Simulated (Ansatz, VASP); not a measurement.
One calculation of Mg3TeSe2, two programs

```
Mg Te Se
1.0
     6.93980    0.00000    0.00000
    -3.46990    6.01004    0.00000
     0.00000    0.00000    3.56801
Mg Te Se
3 1 2
Direct
  0.50000 0.00000 0.50000
  0.50000 0.50000 0.50000
  0.00000 0.50000 0.50000
  0.00000 0.00000 0.00000
  0.33333 0.66667 0.00000
  0.66667 0.33333 0.00000
```

Change from the starting cell: species swapped into the GdAl3Pd2 type (P6/mmm, No. 191).

Alike in both runs: functional PBE; k mesh 6 × 6 × 8; occupations gaussian, width 0.1 eV; no spin polarisation.

Ansatz relaxed the structure, and its values are those at the end. VASP's run is a single point on that final structure, the one shown.

|  | VASP | Ansatz |
| --- | --- | --- |
| version | VASP 6.6.1 | Ansatz 0.2.0 |
| potentials or method | VASP PAW PBE potentials, release 64 (Mg, Te, Se), cutoff 520 eV | scalar-relativistic, plane waves, PAW |
| valence electrons in the cell | 24 | 78 |

Ansatz gave:

- gap on the k mesh at the Fermi level (eV): none
- pressure (GPa): 0.0

Problem. What did VASP give for the same quantities?

Solution. gap on the k mesh at the Fermi level (eV): none; pressure (GPa): -0.1.

A gap of «none» marks a metal or a gap that the smearing closes. VASP's potentials hold 24 valence electrons a cell and Ansatz's 78, so a difference there can come from the potentials and not from the codes.

Neither program's run includes spin-orbit coupling.
